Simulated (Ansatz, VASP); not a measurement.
# One calculation of Ni, two programs

The input INCAR:

```
  ALGO = Normal
  EDIFF = 1E-6
  EDIFFG = -0.01
  ENCUT = 600
  GGA = PS
  IBRION = 2
  ISIF = 3
  ISMEAR = -1
  ISPIN = 2
  IVDW = 13
  LASPH = True
  LCHARG = False
  LMAXMIX = 4
  LORBIT = 11
  LREAL = False
  LWAVE = False
  MAGMOM = 1
  NELM = 150
  NSW = 60
  PREC = Accurate
  SIGMA = 0.05
```

KPOINTS

```
k-points
0
Gamma
  13 13 13
```

The input POSCAR:

```
Ni
1.0
   -1.3837154700      1.3837154700      1.3837154700
    1.3837154700     -1.3837154700      1.3837154700
    1.3837154700      1.3837154700     -1.3837154700
Ni
1
Direct
    0.0000000000      0.0000000000      0.0000000000
```

File input.yaml:

```yaml
crystal:
  lattice:
    - [-1.38371547, 1.38371547, 1.38371547]
    - [1.38371547, -1.38371547, 1.38371547]
    - [1.38371547, 1.38371547, -1.38371547]
  atoms:
    - { symbol: Ni, position: [0.0, 0.0, 0.0], spin: 1.0 }
hamiltonian:
  xc: pbesol
  pseudopotentials: { kind: paw }
  dispersion: d4
magnetization:
  spin_polarized: true
kpoints:
  mp_grid: { grid: [13, 13, 13] }
scf:
  occupations: { method: fermi_dirac, width: 0.05 }
output:
  forces: true
  stress: true
  eigenvalues: true
relax:
  f_tol: 0.01
  max_steps: 40
  cell: { stress_tol: 0.05 }
```

Alike in both runs: task relaxation of cell and atoms; functional PBEsol; dispersion D4; k mesh 13 × 13 × 13; occupations fermi-dirac, width 0.05 eV; collinear spin.

|  | VASP | Ansatz |
| --- | --- | --- |
| version | VASP 6.6.1 | Ansatz 0.2.0 |
| potentials or method | VASP PAW PBE potentials, release 64 (Ni) | Ansatz PAW |
| plane-wave cutoff (eV) | 600 | 420 |
| valence electrons in the cell | 10 | 18 |

|  | VASP | Ansatz | Ansatz less VASP |
| --- | --- | --- | --- |
| gap on the k mesh at the Fermi level, each at its own relaxed structure (eV) | none | none | - |
| net moment per atom (μB) | 0.56 | 0.57 | +0.012 |
| size of the moment on the site where the two differ most (μB) | 0.56 | 0.59 | +0.034 |
| relaxed volume (Å³/atom) | 10.29 | 10.30 | +0.011 |
| relaxed cell length with the largest relative difference (Å) | 2.373 | 2.374 | +0.0008 |

VASP's potentials were made for PBE, not for PBEsol. Site moments also hang on the region over which each program counts them. A gap of «none» marks a metal or a gap that the smearing closes. VASP's potentials hold 10 valence electrons a cell and Ansatz's 18, so a difference there can come from the potentials and not from the codes.

Noted on Ansatz's run: the plane-wave basis is chosen anew once the cell has moved, so the energies of steps on either side of that aren't comparable.
